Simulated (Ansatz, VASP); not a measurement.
## One calculation of Hf2C, two programs

INCAR

```
SYSTEM = Hf2C
PREC     = Accurate       ! precision mode
ENCUT    = 520            ! plane-wave cutoff, eV
EDIFF    = 1E-7           ! SCF threshold, eV
ISMEAR   = 0              ! smearing method
SIGMA    = 0.1            ! smearing width, eV
LREAL    = .FALSE.        ! projectors in reciprocal space
LASPH    = .TRUE.         ! aspherical terms in the spheres
NELM     = 80             ! most SCF steps
ALGO     = Normal         ! electronic algorithm
ISIF     = 2              ! what is computed and relaxed
LWAVE    = .FALSE.        ! write WAVECAR
LCHARG   = .FALSE.        ! write CHGCAR
LDIPOL   = .TRUE.       
IDIPOL   = 3            
DIPOL    = 0.5 0.5 0.500
GGA      = PE             ! functional
NBANDS   = 19             ! bands
```

KPOINTS

```
Automatic mesh
0
G
  4 4 1
  0 0 0
```

Contents of POSCAR:

```
Hf2C
1.0
    4.1599423800      0.0000000000      0.0000000000
    0.0000000000      4.1599423800      0.0000000000
    0.0000000000      0.0000000000     17.0000000000
Hf C
2 1
Direct
    0.0000000000      0.5000000000      0.4137267800
    0.5000000000      0.0000000000      0.5862732200
    0.5000000000      0.5000000000      0.5000000000
```

Input for Ansatz:

```yaml
crystal:
  lattice:
    - [4.15994238, 0.0, 0.0]
    - [0.0, 4.15994238, 0.0]
    - [0.0, 0.0, 17.0]
  atoms:
    - { symbol: Hf, position: [0.0, 0.5, 0.41372678] }
    - { symbol: Hf, position: [0.5, 0.0, 0.58627322] }
    - { symbol: C, position: [0.5, 0.5, 0.5] }
  periodic: [true, true, false]
basis:
  ecutwfc: 420
kpoints:
  mp_grid: { grid: [4, 4, 1] }
hamiltonian:
  xc: pbe
scf:
  occupations: { method: gaussian, width: 0.1 }
  lower_state_search: "off"
output:
  forces: true
  stress: true
  eigenvalues: true
```

Change from the starting cell: species swapped into a sheet of the CdCl2 type.

Alike in both runs: task single point; functional PBE; k mesh 4 × 4 × 1; occupations gaussian, width 0.1 eV; no spin polarisation.

|  | VASP | Ansatz |
| --- | --- | --- |
| version | VASP 6.6.1 | Ansatz 0.2.0 |
| potentials or method | VASP PAW PBE potentials, release 64 (Hf_pv, C), cutoff 520 eV | scalar-relativistic, plane waves, PAW |
| valence electrons in the cell | 24 | 56 |

```tsv
	VASP	Ansatz	Ansatz less VASP
gap on the k mesh at the Fermi level (eV)	none	none	-
rms of the force components (eV/Å)	1.866	1.855	-0.0111
```

Atom by atom the forces differ by 0.011 eV/Å (rms over components). A gap of «none» marks a metal or a gap that the smearing closes. The functional is the same, so the differences come from potentials, cutoffs and numerics. VASP's potentials hold 24 valence electrons a cell and Ansatz's 56, so a difference there can come from the potentials and not from the codes. Ansatz's warnings: slab cell height set.

The k mesh is coarse, so the values compare programs but aren't converged. Spin-orbit coupling is off throughout.
